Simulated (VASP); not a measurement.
Here is a VASP 6.6.1 calculation.

The input INCAR:

```
SYSTEM = Ga
  ALGO = Normal
  EDIFF = 1E-6
  ENCUT = 520
  GGA = PS
  ISIF = 2
  ISMEAR = -1
  LASPH = .TRUE.
  LCHARG = .FALSE.
  LREAL = .FALSE.
  LWAVE = .FALSE.
  NBANDS = 20
  NELM = 60
  PREC = Accurate
  SIGMA = 0.03
```

KPOINTS

```
k-points
0
G
  14 14 11
  0 0 0
```

The input POSCAR:

```
Ga
1.0
    1.3783745474     -4.0130333442      0.0000000000
    1.3783745474      4.0130333442      0.0000000000
   -0.1170571877      0.0000000000      3.3187930272
Ga
2
Direct
    0.8690000000      0.1310000000      0.2500000000
    0.1310000000      0.8690000000      0.7500000000
```

Potentials or basis: VASP PAW PBE potentials, release 64 (Ga_d).

The run is started by

```sh
$ cat potpaw_PBE.64/Ga_d/POTCAR > POTCAR
$ mpirun -np 1 vasp_std > vasp.out
```

Q: Estimate the largest force.

A: 0.187 eV/Å.

Q: Predict the band gap on the k mesh.

A: Zero (band 13 reaches 9.61 eV, above the bottom of band 14 at 1.55 eV).

Q: What does it give for the pressure?

A: -1.3 GPa.

Stress tensor (GPa, compression positive):
```
-1.38  0.00 -0.11
 0.00 -1.26  0.00
-0.11  0.00 -1.41
```

Caveat: the PAW data sets were made with another functional, which shifts forces and pressure a little.
